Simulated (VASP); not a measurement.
Runs of VASP 6.6.1 on AgCl. The structure is that of space group Fm-3m (No. 225), or close to it. The cells are those of the table. 

| level | cell | smearing | gap on the mesh (eV) | pressure (GPa) |
| --- | --- | --- | --- | --- |
| r2SCAN | a = 3.797 Å, angles 62.2°, 2 atoms | gaussian 0.01 eV | (c) | 2.6 |
| PBE | a = 3.797 Å, angles 62.2°, 2 atoms | fermi-dirac 0.02 eV | 0.86 | (a) |
| r2SCAN | a = 3.922, b = 3.922, c = 3.962 Å, angles 59.7, 59.7, 59.3°, 2 atoms | gaussian 0.01 eV | (b) | -0.1 |
| PBE | a = 3.922, b = 3.922, c = 3.962 Å, angles 59.7, 59.7, 59.3°, 2 atoms | fermi-dirac 0.02 eV | 0.89 | 1.5 |

Alike in all rows: task single point; potentials or basis VASP PAW PBE potentials, release 64 (Ag, Cl); no spin polarisation; k mesh 8 × 8 × 8; cutoff (eV) 520.

Q: Fill in the values left out.

A: (a) 4.2; (b) 1.40; (c) 1.38.

Caveats: the PAW data sets were made with another functional, which shifts forces and pressure a little (some runs).

A k mesh can miss the band edges, and the runs leave out spin-orbit coupling on Ag.
